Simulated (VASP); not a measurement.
# Ti7Cu5Ni4Ag4 in VASP: a series of runs

Runs on Ti7Cu5Ni4Ag4. Level: PBE. Tasks: single point.

Program: VASP 6.6.1. These are calculated values, not measurements. Logs are shortened: lines on timing, memory, paths and dates and some standing lists are left out, and cuts for length are marked.

## (1) The cell of the first run

The cell holds a disordered packing, 20 atoms: a = 6.721 Å, b = 6.670 Å, c = 6.500 Å, α = 86.41°, β = 87.69°, γ = 88.07°.

## (2) Single point, PBE

The input, INCAR:

```
  PREC = Accurate
  ENCUT = 400
  EDIFF = 1E-6
  ISMEAR = -1
  SIGMA = 0.2016
  LREAL = Auto
  LASPH = True
  NELM = 120
  ALGO = Normal
  ISIF = 2
  LWAVE = False
  LCHARG = False
  GGA = PE
  NBANDS = 128
  ISYM = -1
  GGA_COMPAT = False
```

The input, KPOINTS:

```
explicit points
1
Reciprocal
  0.25000000   0.25000000   0.25000000 1
```

The input, POSCAR:

```
Ti7Cu5Ni4Ag4
1.0
    6.7185500000      0.1110650000      0.1315620000
    0.1110650000      6.6664200000      0.2049450000
    0.1315620000      0.2049450000      6.4951710000
Ti Cu Ni Ag
7 5 4 4
Direct
    0.6102876559      0.1560892859     -0.0376946786
    0.9712158387      0.8968621192      0.9000382738
    0.2945587616      0.8703566139      0.1371982391
    0.0372270742      0.6775947541      0.1872119571
    0.2492264744      0.6244011928      0.7924275380
    0.2624235933      0.1039644996      0.8217809851
    0.8528258179      0.1518485483      0.5971636357
    0.5992221605      0.9189009536      0.6819082944
    0.7237951736      0.4073682035      0.3580333732
    0.3944657545      0.1033127184      0.4060342478
    0.5271719210      0.3712771976      0.6801674355
    0.0151503011      0.1776543651      0.1531275192
    0.9169447765      0.4207058493      0.8498652847
    0.4227380737      0.6505506302      0.4667587096
    0.8561505452      0.6451449115      0.5919622283
    0.0734744380      0.9169517378      0.4992176314
    0.6622457549      0.6507856939      0.9861226671
    0.7490178623      0.9074991874      0.2879679828
    0.3727649548      0.4069064020      0.1193046133
    0.1364487592      0.3753779332      0.4961982830
```

Potentials or basis: VASP PAW PBE potentials, release 64 (Ti_sv, Cu, Ni, Ag).

Started as:

```
cat potpaw_PBE.64/Ti_sv/POTCAR potpaw_PBE.64/Cu/POTCAR potpaw_PBE.64/Ni/POTCAR potpaw_PBE.64/Ag/POTCAR > POTCAR
mpirun -np 1 vasp_std > vasp.out
```

OUTCAR:

```text
PREC = Accurate
   ENCUT = 400
   EDIFF = 1E-6
   ISMEAR = -1
   LREAL = Auto
   LASPH = True
   NELM = 120
   ISIF = 2
   GGA = PE
   ISYM = -1

 ion  position               nearest neighbor table
   1  0.610  0.156  0.962-  11 2.33   8 2.49  19 2.51   6 2.59  18 2.78  13 2.80   7 2.83
   2  0.971  0.897  0.900-   4 2.35   6 2.45  12 2.60   7 2.65  16 2.66   5 2.67   3 2.71  17 2.71
                            15 2.84  18 2.88
   3  0.295  0.870  0.137-   4 2.19   6 2.51  10 2.53  14 2.67   2 2.71  12 2.74  16 2.76   5 2.89
                            17 2.99  19 3.13
   4  0.037  0.678  0.187-   3 2.19   2 2.35  18 2.52  16 2.68  20 2.84  15 2.85  19 2.88  17 2.90
                             5 2.92
   5  0.249  0.624  0.792-  14 2.37  11 2.59  19 2.64  13 2.65   2 2.67  20 2.76   3 2.89  16 2.90
                             4 2.92  15 2.99  17 3.11
   6  0.262  0.104  0.822-   2 2.45   3 2.51   1 2.59  11 2.66   8 2.69  12 2.73  10 2.81  20 2.83
                            16 2.87  19 3.01
   7  0.853  0.152  0.597-  16 2.23   8 2.37   9 2.40  20 2.50  13 2.56  11 2.65   2 2.65  18 2.79
                             1 2.83
   8  0.599  0.919  0.682-   7 2.37   1 2.49  10 2.54  15 2.55  17 2.62  14 2.68   6 2.69  18 2.72

   9  0.724  0.407  0.358-   7 2.40  11 2.43  15 2.47  14 2.65  12 2.79  17 2.86  19 2.88  20 2.95

  10  0.394  0.103  0.406-   3 2.53   8 2.54  20 2.55  16 2.56  19 2.67  18 2.78  11 2.79   6 2.81

  11  0.527  0.371  0.680-   1 2.33  14 2.36   9 2.43   5 2.59   7 2.65   6 2.66  10 2.79  13 2.92
                            20 2.93  15 2.93  17 3.00  19 3.02
  12  0.015  0.178  0.153-  13 2.57   2 2.60  18 2.67   6 2.73   3 2.74  16 2.79   9 2.79  20 2.82
                            19 2.89
  13  0.917  0.421  0.850-  15 2.22  17 2.44   7 2.56  12 2.57   5 2.65  20 2.71   1 2.80  11 2.92

  14  0.423  0.651  0.467-  11 2.36   5 2.37   9 2.65   3 2.67   8 2.68  20 2.70  19 2.90  16 2.90
                            18 2.98  15 3.05
  15  0.856  0.645  0.592-  13 2.22  16 2.40   9 2.47   8 2.55  20 2.64  18 2.66  17 2.83   2 2.84
                             4 2.85  11 2.93   5 2.99  14 3.05
  16  0.073  0.917  0.499-   7 2.23  15 2.40  10 2.56  18 2.63   2 2.66   4 2.68   3 2.76  12 2.79
                             6 2.87   5 2.90  14 2.90  20 3.10
  17  0.662  0.651  0.986-  13 2.44   8 2.62  19 2.66   2 2.71  18 2.78  15 2.83   9 2.86   4 2.90
                             3 2.99  11 3.00   5 3.11
  18  0.749  0.907  0.288-   4 2.52  16 2.63  15 2.66  12 2.67   8 2.72  17 2.78   1 2.78  10 2.78
                             7 2.79   2 2.88  14 2.98
  19  0.373  0.407  0.119-   1 2.51   5 2.64  17 2.66  10 2.67  20 2.87   9 2.88   4 2.88  12 2.89
                            14 2.90   6 3.01  11 3.02   3 3.13
  20  0.136  0.375  0.496-   7 2.50  10 2.55  15 2.64  14 2.70  13 2.71   5 2.76  12 2.82   6 2.83
                             4 2.84  19 2.87  11 2.93   9 2.95  16 3.10

IMPORTANT INFORMATION: All symmetrisations will be switched off!
NOSYMM: (Re-)initialisation of all symmetry stuff for point group C_1.

----------------------------------------------------------------------------------------

                                     Primitive cell

  volume of cell :     290.4384

  direct lattice vectors                    reciprocal lattice vectors
     6.718550000  0.111065000  0.131562000     0.148938762 -0.002390948 -0.002941365
     0.111065000  6.666420000  0.204945000    -0.002390948  0.150189586 -0.004690569
     0.131562000  0.204945000  6.495171000    -0.002941365 -0.004690569  0.154168117

  length of vectors
     6.720755768  6.670494247  6.499735174     0.148986990  0.150281835  0.154267499

  position of ions in fractional coordinates (direct lattice)
     0.610287656  0.156089286  0.962305321
     0.971215839  0.896862119  0.900038274
     0.294558762  0.870356614  0.137198239
     0.037227074  0.677594754  0.187211957
     0.249226474  0.624401193  0.792427538
     0.262423593  0.103964500  0.821780985
[... 12 lines left out ...]
     0.372764955  0.406906402  0.119304613
     0.136448759  0.375377933  0.496198283

  ion indices of the primitive-cell ions
   primitive index   ion index
                 1           1
                 2           2
                 3           3
                 4           4
                 5           5
                 6           6
[... 12 lines left out ...]
                19          19
                20          20

----------------------------------------------------------------------------------------

 KPOINTS: explicit points

Read explicit list of k-points.

 Found      1 k-points:

 Following reciprocal coordinates:
            Coordinates               Weight
  0.250000  0.250000  0.250000      1.000000
   k-points           NKPTS =      1   k-points in BZ     NKDIM =      1   number of bands    NBANDS=    128
   number of dos      NEDOS =    301   number of ions     NIONS =     20
   total plane-waves  NPLWV =  96768
   dimension x,y,z NGX =    48 NGY =   48 NGZ =   42
   dimension x,y,z NGXF=    96 NGYF=   96 NGZF=   84
   ions per type =               7   5   4   4
   NGX,Y,Z   is equivalent  to a cutoff of  11.87, 11.96, 10.74 a.u.
   NGXF,Y,Z  is equivalent  to a cutoff of  23.75, 23.93, 21.48 a.u.
 SYSTEM =  unknown system
   PREC   = accura    normal or accurate (medium, high low for compatibility)
   ISTART =      0    job   : 0-new  1-cont  2-samecut
   ICHARG =      2    charge: 1-file 2-atom 10-const
   ISPIN  =      1    spin polarized calculation?
   LNONCOLLINEAR =      F non collinear calculations
   LSORBIT =      F    spin-orbit coupling
   LASPH  =      T    aspherical Exc in radial PAW
   ENCUT  =  400.0 eV  29.40 Ry    5.42 a.u.  10.96 10.88 10.60*2*pi/ulx,y,z
   NELM   =    120;   NELMIN=  2; NELMDL= -5     # of ELM steps
   EDIFF  = 0.1E-05   stopping-criterion for ELM
   LREAL  =      T    real-space projection
   EDIFFG = 0.1E-04   stopping-criterion for IOM
   NSW    =      0    number of steps for IOM
   IBRION =     -1    ionic relax: 0-MD 1-quasi-New 2-CG
   NFREE  =      0    steps in history (QN), initial steepest desc. (CG)
   ISIF   =      2    stress and relaxation
   ISYM   =     -1    0-nonsym 1-usesym 2-fastsym
   POTIM  = 0.5000    time-step for ionic-motion
   TEBEG  =    0.0;   TEEND  =   0.0 temperature during run
   PSTRESS=    0.0 pullay stress
   NELECT =     223.0000    total number of electrons
   NUPDOWN=      -1.0000    fix difference up-down
   EMIN   =  10.00;   EMAX   =-10.00  energy-range for DOS
   EFERMI =   0.00;   METHOD = LEGACY
   ISMEAR =    -1;   SIGMA  =   0.20  broadening in eV -4-tet -1-fermi 0-gaus
   EFERMI_NEDOS =   21; number of points for ismear=-14 and -15
   IALGO  =     38    algorithm
   IMIX   =      4    mixing-type and parameters
     AMIX     =   0.40;   BMIX     =  1.00
     AMIX_MAG =   1.60;   BMIX_MAG =  1.00
  volume/ion in A,a.u.               =      14.52        98.00
  Fermi-wavevector in a.u.,A,eV,Ry     =   1.499081  2.832852 30.575610  2.247244
  Thomas-Fermi vector in A             =   2.610757
   LORBIT       =      0    0 simple, 1 ext, 2 COOP (PROOUT), +10 PAW based schemes
   GGA     = PE    functional components
   LHFCALC =     F    Hartree Fock is set to
   AEXX    =    0.0000 exact exchange contribution
   IVDW    =     0    specifies the selected vdW correction
   LEPSILON=     F    determine dielectric tensor
   LRPA    =     F    only Hartree local field effects (RPA)
 non-spin polarized calculation
  energy-cutoff  :      400.00
  volume of cell :      290.44
 maximum number of plane-waves:      5271
 NGX is ok and might be reduce to    48
   NGX = 21   NGY = 21   NGZ = 21

 number of electron     223.0000038 magnetization

 Free energy of the ion-electron system (eV)
  ---------------------------------------------------
  ext. energy  EPLUGINS =         0.00000000
  ---------------------------------------------------
  free energy    TOTEN  =      -103.40024600 eV

  energy without entropy =     -101.04563561  energy(sigma->0) =     -102.22294080

 E-fermi :   8.4969     XC(G=0): -12.1654

 val. band max:        8.3353088916   @ k =   0.2500   0.2500   0.2500
 cond. band min:       8.5169495854   @ k =   0.2500   0.2500   0.2500
 fundamental gap:      0.1816406938
 Fermi energy:         8.4969155450

 k-point     1 :       0.2500    0.2500    0.2500
  band No.  band energies     occupation
      1     -48.5559      2.00000
      2     -48.4733      2.00000
      3     -48.4176      2.00000
      4     -48.1520      2.00000
      5     -48.0713      2.00000
      6     -47.7412      2.00000
[... 115 lines left out ...]
    122       9.6725      0.00585
    123       9.7950      0.00319
 [bands above 123 left out]

------------------------ aborting loop because EDIFF is reached ----------------------------------------

  FORCE on cell =-STRESS in cart. coord.  units (eV):
  Direction    XX          YY          ZZ          XY          YZ          ZX
  --------------------------------------------------------------------------------------
  -------------------------------------------------------------------------------------
  Total       11.3244499     11.5581215     13.3947735     -1.3025355     -5.1182560     -2.2757400
  in kB       62.4703108     63.7593391     73.8910648     -7.1853203    -28.2343996    -12.5539151
  external PRESSURE =      66.7069049 kB  Pullay stress =       0.0000000 kB

 VOLUME and BASIS-vectors are now :
 -----------------------------------------------------------------------------
  energy-cutoff  :      400.00
  volume of cell :      290.44
      direct lattice vectors                 reciprocal lattice vectors
     6.718550000  0.111065000  0.131562000     0.148938762 -0.002390948 -0.002941365
     0.111065000  6.666420000  0.204945000    -0.002390948  0.150189586 -0.004690569
     0.131562000  0.204945000  6.495171000    -0.002941365 -0.004690569  0.154168117

 POSITION                                       TOTAL-FORCE (eV/Angst)
 -----------------------------------------------------------------------------------
      4.24419      1.30556      6.36262         1.854611     -0.824293      1.998695
      6.74318      6.27119      6.15749        -1.137747      0.219337     -1.031978
      2.09372      5.86300      1.10825         2.050456      0.875592      0.327131
      0.35000      4.55963      1.35974        -0.857625     -3.269992      1.557731
      1.84804      4.35260      5.30771        -0.454647      0.539401     -0.979908
      1.88277      0.89064      5.39344        -0.447950      1.220613     -1.568994
[... 12 lines left out ...]
      2.56533      2.77846      0.90734        -1.134830      0.177909      1.169436
      1.02371      2.61927      3.31778         0.785106      0.701463     -0.380448
 -----------------------------------------------------------------------------------
    total drift:                                0.002625     -0.001535      0.002140

  FREE ENERGIE OF THE ION-ELECTRON SYSTEM (eV)
  ---------------------------------------------------
  free  energy   TOTEN  =      -103.4002459982 eV

  energy  without entropy=     -101.0456356104  energy(sigma->0) =     -102.22294080
```

Wall time 4.3 min (1 thread of Intel Xeon 8259CL, shared host); peak memory 0.31 GiB.

What came out:

* Free energy: -103.4002 eV
* Pressure: 6.7 GPa
* Largest force: 3.722 eV/Å
* Band gap on the k mesh: zero (an odd number of electrons rules out a gap without spin polarisation)

Forces in eV/Å, atoms in the order of the input:
```
Ti   1.855 -0.824  1.999
Ti  -1.138  0.219 -1.032
Ti   2.050  0.876  0.327
Ti  -0.858 -3.270  1.558
Ti  -0.455  0.539 -0.980
Ti  -0.448  1.221 -1.569
Ti  -0.421  0.428  0.243
Cu  -1.099 -1.399 -0.196
Cu  -0.328  0.559 -1.454
Cu   0.671 -0.084  0.443
Cu   0.163  0.234 -0.557
Cu  -0.051  0.328  0.457
Ni   1.063 -1.657  0.718
Ni   0.342  1.055 -0.753
Ni  -0.494  0.590 -0.267
Ni   1.924 -0.648 -0.208
Ag  -0.784  0.254  0.086
Ag  -1.643  0.701  0.396
Ag  -1.135  0.178  1.169
Ag   0.785  0.701 -0.380
```

Levels at points of the mesh, in eV from the Fermi level:
| k point | band 107 | band 108 | band 109 | band 110 | band 111 | band 112 | band 113 | band 114 | band 115 | band 116 |
| --- | --- | --- | --- | --- | --- | --- | --- | --- | --- | --- |
| (0.25, 0.25, 0.25) | -0.58 | -0.49 | -0.34 | -0.23 | -0.16 | 0.02 | 0.13 | 0.25 | 0.35 | 0.42 |

Caveat: the atoms stand as in a frame of molecular dynamics. Spin polarisation is off, so any magnetic state and its effect on volume and gap are missing.

## (3) Single point, PBE

The input, INCAR:

```
PREC = Accurate
ENCUT = 400
EDIFF = 1E-6
ISMEAR = -1
SIGMA = 0.2016
LREAL = Auto
LASPH = T
NELM = 120
ALGO = Normal
ISIF = 2
LWAVE = F
LCHARG = F
GGA = PE
NBANDS = 128
ISYM = -1
GGA_COMPAT = F
```

KPOINTS is that of step 2.

The input, POSCAR:

```
Ti7Cu5Ni4Ag4
1.0
    6.7185500000      0.1110650000      0.1315620000
    0.1110650000      6.6664200000      0.2049450000
    0.1315620000      0.2049450000      6.4951710000
Ti Cu Ni Ag
7 5 4 4
Direct
    0.6278462144      0.1381730341      0.0061615659
    0.9385784572      0.8798702896      0.8741803294
    0.3540672816      0.8522015816      0.1747046763
    0.0023346163      0.5960830733      0.2294644141
    0.2194312843      0.6655061832      0.7968144359
    0.2564882787      0.1263209934      0.8264379849
    0.8245213049      0.1996278902      0.5736133183
    0.5496157963      0.9217681261      0.7081726837
    0.6944128233      0.4642027062      0.3222515060
    0.4793621431      0.1547566266      0.4318376777
    0.4600551113      0.3513942613      0.7127143739
    0.0436420996      0.1726247876      0.1554004923
    0.9194725355      0.3926032782      0.8921292873
    0.4552579038      0.6596573887      0.4637369634
    0.9135125861      0.6378033512      0.5786806613
    0.0986435794      0.9383958569      0.5175449137
    0.6178640093      0.6551799104      0.9356972632
    0.7669259217      0.8784335432      0.3003802563
    0.3770823161      0.4306902243      0.1854030461
    0.1661126157      0.3296130514      0.5064122785
```

Potentials or basis: VASP PAW PBE potentials, release 64 (Ti_sv, Cu, Ni, Ag).

Started as:

```
cat potpaw_PBE.64/Ti_sv/POTCAR potpaw_PBE.64/Cu/POTCAR potpaw_PBE.64/Ni/POTCAR potpaw_PBE.64/Ag/POTCAR > POTCAR
mpirun -np 1 vasp_std > vasp.out
```

Wall time 4.3 min (1 thread of Intel Xeon 8259CL, shared host); peak memory 0.32 GiB.

It converged, with:

| Item | Value |
| --- | --- |
| Free energy | -103.0885 eV |
| Pressure | 8.9 GPa |
| Largest force | 4.434 eV/Å |
| Band gap on the k mesh | zero (an odd number of electrons rules out a gap without spin polarisation) |

Forces in eV/Å, atoms in the order of the input:
```
Ti   0.986  0.777  0.274
Ti  -0.144  0.726  0.594
Ti  -1.199  1.272  0.085
Ti   2.030 -0.203 -1.340
Ti   0.403 -0.687 -0.298
Ti  -2.477 -2.161  1.934
Ti  -0.480 -0.211  0.671
Cu  -0.021  0.583 -1.588
Cu   0.885 -1.006 -0.004
Cu   0.501 -1.845 -1.077
Cu   3.269  2.966  0.420
Cu  -0.209 -0.564  0.963
Ni   0.254 -0.010 -0.768
Ni  -0.649  1.120  1.616
Ni  -1.016 -0.717  1.043
Ni   0.805  0.103 -0.531
Ag   0.908 -2.072  0.663
Ag  -0.986  1.085  0.331
Ag  -1.533 -0.631 -2.869
Ag  -1.327  1.476 -0.116
```

Stress tensor (GPa, compression positive):
```
11.54 -1.45  0.48
-1.45  7.26 -5.30
 0.48 -5.30  7.79
```

Levels at points of the mesh, in eV from the Fermi level:
| k point | band 109 | band 110 | band 111 | band 112 | band 113 | band 114 |
| --- | --- | --- | --- | --- | --- | --- |
| (0.25, 0.25, 0.25) | -0.36 | -0.21 | -0.03 | 0.02 | 0.11 | 0.16 |

Caveat: the atoms stand as in a frame of molecular dynamics. Spin polarisation is off, so any magnetic state and its effect on volume and gap are missing.

## (4) Single point, PBE

The input, INCAR:

```
SYSTEM = Ti7Cu5Ni4Ag4
PREC     = Accurate       ! precision mode
ENCUT    = 400            ! plane-wave cutoff, eV
EDIFF    = 1E-6           ! SCF threshold, eV
ISMEAR   = -1             ! smearing method
SIGMA    = 0.2016         ! smearing width, eV
LREAL    = Auto         
LASPH    = .True.         ! aspherical terms in the spheres
NELM     = 120            ! most SCF steps
ALGO     = Normal         ! electronic algorithm
ISIF     = 2              ! what is computed and relaxed
LWAVE    = .False.        ! write WAVECAR
LCHARG   = .False.        ! write CHGCAR
GGA      = PE             ! functional
NBANDS   = 128            ! bands
ISYM     = -1           
GGA_COMPAT= .False.
```

KPOINTS is that of step 3.

The input, POSCAR:

```
Ti7Cu5Ni4Ag4
1.0
    6.7185500000      0.1110650000      0.1315620000
    0.1110650000      6.6664200000      0.2049450000
    0.1315620000      0.2049450000      6.4951710000
Ti Cu Ni Ag
7 5 4 4
Direct
    0.6713521257      0.1938681704      0.0272054823
    0.9073106682      0.8531347750      0.9337764452
    0.2928718185      0.8799071352      0.1341660797
   -0.0037490911      0.6051053957      0.2621077894
    0.2509202536      0.6529588957      0.7503979139
    0.1582130108      0.1248838751      0.8482749498
    0.7986187891      0.1555467494      0.5797869812
    0.5202622169      0.9560152971      0.6913200141
    0.6713074981      0.4746799756      0.2976366835
    0.4452440313      0.1077809918      0.4035893173
    0.4405907836      0.3518652958      0.7479125588
    0.0373158340      0.1738352590      0.2473867104
    0.9582750151      0.3978101925      0.9426400340
    0.4528579209      0.6730236015      0.5154911679
    0.9253111411      0.6243730019      0.6154804994
    0.1366313475      0.9222541842      0.5151738304
    0.6370076884      0.6305633605      0.9105932987
    0.7742009439      0.8842992366      0.3324026216
    0.3252188871      0.4434293769      0.1568474362
    0.1503197404      0.3461552534      0.5452606014
```

Started as:

```
cat potpaw_PBE.64/Ti_sv/POTCAR potpaw_PBE.64/Cu/POTCAR potpaw_PBE.64/Ni/POTCAR potpaw_PBE.64/Ag/POTCAR > POTCAR
mpirun -np 1 vasp_std > vasp.out
```

It took 4.3 min on 1 thread of Intel Xeon 8259CL, shared host; peak memory 0.31 GiB.

The run converged. Its results:

```yaml
Free_energy: -102.1462 eV
Pressure: 10.3 GPa
Largest_force: 4.439 eV/Å
Band_gap_on_the_k_mesh: zero (an odd number of electrons rules out a gap without spin polarisation)
```

Forces in eV/Å, atoms in the order of the input:
```
Ti   0.048 -0.650 -0.008
Ti   1.530  0.956 -0.867
Ti   0.879 -0.162  0.563
Ti   1.174 -0.747 -0.659
Ti  -2.615  1.532  3.244
Ti   0.739 -1.224  1.358
Ti   0.782  1.814  1.055
Cu  -0.048 -0.588  3.100
Cu  -0.151 -0.708  0.648
Cu  -0.674  1.556 -1.952
Cu   2.601 -1.315 -0.058
Cu  -0.402 -0.338 -1.399
Ni  -0.241  1.038 -0.185
Ni   1.372 -0.115 -2.919
Ni  -1.856  0.622  0.938
Ni  -0.508 -0.113  0.042
Ag  -1.612 -1.006  0.209
Ag  -2.013  0.323 -0.139
Ag   0.713 -0.875 -0.923
Ag   0.281  0.000 -2.047
```

Stress tensor (GPa, compression positive):
```
 9.99 -0.54 -0.18
-0.54 11.35 -1.20
-0.18 -1.20  9.65
```

Levels at points of the mesh, in eV from the Fermi level:
```csv
k point,band 107,band 108,band 109,band 110,band 111,band 112,band 113,band 114,band 115,band 116
"(0.25, 0.25, 0.25)",-0.57,-0.47,-0.34,-0.17,-0.07,0.04,0.15,0.19,0.28,0.33
```

Caveat: the atoms stand as in a frame of molecular dynamics.

## (5) Summary

| cell | gap on the mesh (eV) | pressure (GPa) | largest force (eV/Å) |
| --- | --- | --- | --- |
| as given, atomic positions A | none | 6.7 | 3.72 |
| as given, atomic positions B | none | 8.9 | 4.43 |
| as given, atomic positions C | none | 10.3 | 4.44 |

Alike in all rows: task single point; level PBE; potentials or basis VASP PAW PBE potentials, release 64 (Ti_sv, Cu, Ni, Ag); no spin polarisation; k mesh 1 × 1 × 1, shifted; cutoff (eV) 400; smearing fermi-dirac 0.2016 eV.

Caveats: the atoms stand as in a frame of molecular dynamics.

Total energies depend on the potentials used, so only differences within one code and one set of settings carry meaning.

The gap in the log of VASP goes by the Fermi energy; the results here count the filled bands.